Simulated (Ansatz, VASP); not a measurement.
## SnO: VASP beside Ansatz

File INCAR:

```
ALGO = Normal ; EDIFF = 1E-7
ENCUT = 520 ; ISIF = 2
ISMEAR = 0 ; LASPH = T
LCHARG = F ; LREAL = F
LWAVE = F ; NBANDS = 28
NELM = 60 ; PREC = Accurate
SIGMA = 0.15
```

File KPOINTS:

```
k-points
0
Gamma
  10 10 8
```

Contents of POSCAR:

```
SnO
1.0
    3.5032000000      0.0000000000      0.0000000000
    0.0000000000      3.5032000000      0.0000000000
    0.0000000000      0.0000000000      5.2140000000
Sn O
2 2
Direct
    0.0000000000      0.5000000000      0.2457459271
    0.5000000000      0.0000000000      0.7542540729
    0.0000000000      0.0000000000      0.0000000000
    0.5000000000      0.5000000000      0.0000000000
```

Input for Ansatz:

```yaml
crystal:
  lattice:
    - [3.5032, 0.0, 0.0]
    - [0.0, 3.5032, 0.0]
    - [0.0, 0.0, 5.214]
  atoms:
    - { symbol: Sn, position: [0.0, 0.5, 0.2457459271] }
    - { symbol: Sn, position: [0.5, 0.0, 0.7542540729] }
    - { symbol: O, position: [0.0, 0.0, 0.0] }
    - { symbol: O, position: [0.5, 0.5, 0.0] }
basis:
  ecutwfc: 520.0
kpoints:
  mp_grid: { grid: [10, 10, 8] }
hamiltonian:
  xc: lda
scf:
  occupations: { method: gaussian, width: 0.15 }
output:
  forces: true
  stress: true
  eigenvalues: true
```

Alike in both runs: task single point; functional LDA; k mesh 10 × 10 × 8; occupations gaussian, width 0.15 eV; no spin polarisation.

```csv
,VASP,Ansatz
version,VASP 6.6.1,Ansatz 0.2.0
potentials or method,"VASP PAW LDA potentials, release 64 (Sn_d, O), cutoff 520 eV","scalar-relativistic, plane waves, PAW"
valence electrons in the cell,40,40
```

|  | VASP | Ansatz | Ansatz less VASP |
| --- | --- | --- | --- |
| gap on the k mesh at the Fermi level (eV) | none | none | - |
| pressure (GPa) | 6.9 | 6.4 | -0.50 |
| traceless stress, the component that is largest in VASP (GPa) | -14.00 | -14.05 | -0.055 |
| rms of the force components (eV/Å) | 0.351 | 0.404 | +0.0532 |

LDA's correlation is that of Perdew and Zunger in VASP and of Perdew and Wang (1992) in Ansatz. Atom by atom the forces differ by 0.053 eV/Å (rms over components). A gap of «none» marks a metal or a gap that the smearing closes.
